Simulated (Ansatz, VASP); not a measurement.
**AlP in VASP and in Ansatz**

File INCAR:

```
SYSTEM = AlP
PREC = Accurate ; ENCUT = 500
EDIFF = 1E-6 ; ISMEAR = 0
SIGMA = 0.1 ; LREAL = .FALSE.
LASPH = .TRUE. ; NELM = 120
ALGO = Normal ; ISIF = 2
LWAVE = .FALSE. ; LCHARG = .FALSE.
GGA = CA ; NBANDS = 11
GGA_COMPAT = .FALSE.
```

File KPOINTS:

```
regular mesh
0
G
  6 6 6
  0 0 0
```

POSCAR

```
AlP
1.0
    0.0000000000      2.7320000000      2.7320000000
    2.7320000000      0.0000000000      2.7320000000
    2.7320000000      2.7320000000      0.0000000000
Al P
1 1
Direct
    0.0000000000      0.0000000000      0.0000000000
    0.2500000000      0.2500000000      0.2500000000
```

Input for Ansatz:

```yaml
crystal:
  lattice:
    - [0.0, 2.732, 2.732]
    - [2.732, 0.0, 2.732]
    - [2.732, 2.732, 0.0]
  atoms:
    - { symbol: Al, position: [0.0, 0.0, 0.0] }
    - { symbol: P, position: [0.25, 0.25, 0.25] }
basis:
  ecutwfc: 420
kpoints:
  mp_grid: { grid: [6, 6, 6] }
hamiltonian:
  xc: lda
  pseudopotentials: { kind: paw, azcp: { folder: soft_1 } }
scf:
  occupations: { method: gaussian, width: 0.1 }
output:
  forces: true
  stress: true
  eigenvalues: true
```

Alike in both runs: task single point; functional LDA; k mesh 6 × 6 × 6; occupations gaussian, width 0.1 eV; no spin polarisation.

|  | VASP | Ansatz |
| --- | --- | --- |
| version | VASP 6.6.1 | Ansatz 0.2.0 |
| potentials or method | VASP PAW LDA potentials, release 64 (Al, P), cutoff 500 eV | scalar-relativistic, plane waves, PAW |
| valence electrons in the cell | 8 | 8 |

|  | VASP | Ansatz | Ansatz less VASP |
| --- | --- | --- | --- |
| gap on the k mesh at the Fermi level (eV) | 1.44 | 1.45 | +0.004 |
| least direct gap on the mesh (eV) | 3.10 | 3.08 | -0.016 |
| pressure (GPa) | -1.4 | -1.4 | -0.05 |

Ansatz warns that its potentials were made for another functional, while VASP's fit it. LDA's correlation is that of Perdew and Zunger in VASP and of Perdew and Wang (1992) in Ansatz.
